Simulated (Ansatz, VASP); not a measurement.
Al in VASP and in Ansatz

The input INCAR:

```
SYSTEM = Al
PREC = Accurate
ENCUT = 520
EDIFF = 1E-6
ISMEAR = 0
SIGMA = 0.15
LREAL = .False.
LASPH = .True.
NELM = 100
ALGO = Fast
ISIF = 2
LWAVE = .False.
LCHARG = .False.
GGA = PE
NBANDS = 10
```

File KPOINTS:

```
Automatic mesh
0
Gamma
  20 20 12
  0 0 0
```

File POSCAR:

```
Al
1.0
   -1.6175102401      1.6175102401      1.6175102401
    1.6175102401     -1.6175102401      1.6175102401
    3.2350204801      3.2350204801      0.0000000000
Al
2
Direct
    0.0488523540     -0.0488523540      0.0000000000
    0.4511476460      0.5488523540      0.5000000000
```

Input for Ansatz:

```yaml
crystal:
  lattice:
    - [-1.6175102401, 1.6175102401, 1.6175102401]
    - [1.6175102401, -1.6175102401, 1.6175102401]
    - [3.2350204801, 3.2350204801, 0.0]
  atoms:
    - { symbol: Al, position: [0.048852354, -0.048852354, 0.0] }
    - { symbol: Al, position: [0.451147646, 0.548852354, 0.5] }
basis:
  ecutwfc: 420
kpoints:
  mp_grid: { grid: [20, 20, 12] }
hamiltonian:
  xc: pbe
scf:
  occupations: { method: gaussian, width: 0.15 }
output:
  forces: true
  stress: true
  eigenvalues: true
```

Change from the starting cell: mode 1 frozen in at -0.224 Å and mode 5 at +0.000 Å (largest displacements).

Alike in both runs: task single point; functional PBE; k mesh 20 × 20 × 12; occupations gaussian, width 0.15 eV; no spin polarisation.

|  | VASP | Ansatz |
| --- | --- | --- |
| version | VASP 6.6.1 | Ansatz 0.2.0 |
| potentials or method | VASP PAW PBE potentials, release 64 (Al), cutoff 520 eV | scalar-relativistic, plane waves, PAW |
| valence electrons in the cell | 6 | 6 |

```tsv
	VASP	Ansatz	Ansatz less VASP
gap on the k mesh at the Fermi level (eV)	none	none	-
pressure (GPa)	-0.1	-0.1	+0.02
traceless stress, the component that is largest in VASP (GPa)	-1.06	-1.06	-0.008
rms of the force components (eV/Å)	0.068	0.068	-0.0003
```

Atom by atom the forces differ by 0.000 eV/Å (rms over components). A gap of «none» marks a metal or a gap that the smearing closes.
